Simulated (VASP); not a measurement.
Set up this calculation in VASP 6.6.1, as the native input.

- Task: single point
- Functional: HSE06
- Potentials or basis: VASP PAW PBE potentials, release 64 (Cd, Se)
- Cutoff: 400 eV
- k mesh: 6 × 6 × 6
- Occupations: gaussian, width 0.01 eV
- Spin: no spin polarisation
- Dipole correction: no
- Grid for exact exchange (PRECFOCK): Normal
- Further INCAR settings: ALGO = Normal; EDIFF = 1e-06; NBANDS = 16
- Share of exact exchange: 0.25
- Screening parameter: 0.2079 1/Å

CdSe:

```xyz
2
Lattice="0.0000 3.0107 3.0842 3.0107 0.0000 3.0842 3.0107 3.0107 0.0000" Properties=species:S:1:pos:R:3 pbc="T T T"
Cd    0.0000    0.0000    0.0000
Se    1.5053    1.5053    1.5421
```

The input as run:

POSCAR

```
CdSe
1.0
    0.0000000000      3.0106624253      3.0842045996
    3.0106624253      0.0000000000      3.0842045996
    3.0106624253      3.0106624253      0.0000000000
Cd Se
1 1
Direct
    0.0000000000      0.0000000000      0.0000000000
    0.2500000000      0.2500000000      0.2500000000
```

INCAR.step1

```
  PREC = Accurate
  ENCUT = 400
  EDIFF = 1E-5
  ISMEAR = 0
  SIGMA = 0.01
  LREAL = False
  LASPH = True
  NELM = 120
  ALGO = Normal
  ISIF = 2
  LWAVE = True
  LCHARG = False
  GGA = PE
  NBANDS = 16
  GGA_COMPAT = False
```

INCAR.step2

```
  PREC = Accurate
  ENCUT = 400
  EDIFF = 1E-6
  ISMEAR = 0
  SIGMA = 0.01
  LREAL = False
  LASPH = True
  NELM = 120
  ALGO = Normal
  ISIF = 2
  LWAVE = False
  LCHARG = False
  GGA = PE
  LHFCALC = True
  HFSCREEN = 0.2079
  PRECFOCK = Normal
  ISTART = 1
  NBANDS = 16
  GGA_COMPAT = False
```

KPOINTS

```
regular mesh
0
Gamma
  6 6 6
```

Potentials or basis: VASP PAW PBE potentials, release 64 (Cd, Se).

Run with:

```bash
$ cat potpaw_PBE.64/Cd/POTCAR potpaw_PBE.64/Se/POTCAR > POTCAR
$ cp INCAR.step1 INCAR
$ mpirun -np 1 vasp_std > vasp.out
$ cp INCAR.step2 INCAR
$ mpirun -np 1 vasp_std > vasp.out
```

It gave:

```yaml
Pressure: 1.7 GPa
Band_gap_on_the_k_mesh: 1.54 eV
```

Caveat: the PAW data sets were made with another functional, which shifts forces and pressure a little.

Wall time 120 min on 1 thread of Intel Xeon 8259CL, on a shared host, peak memory 0.29 GiB.
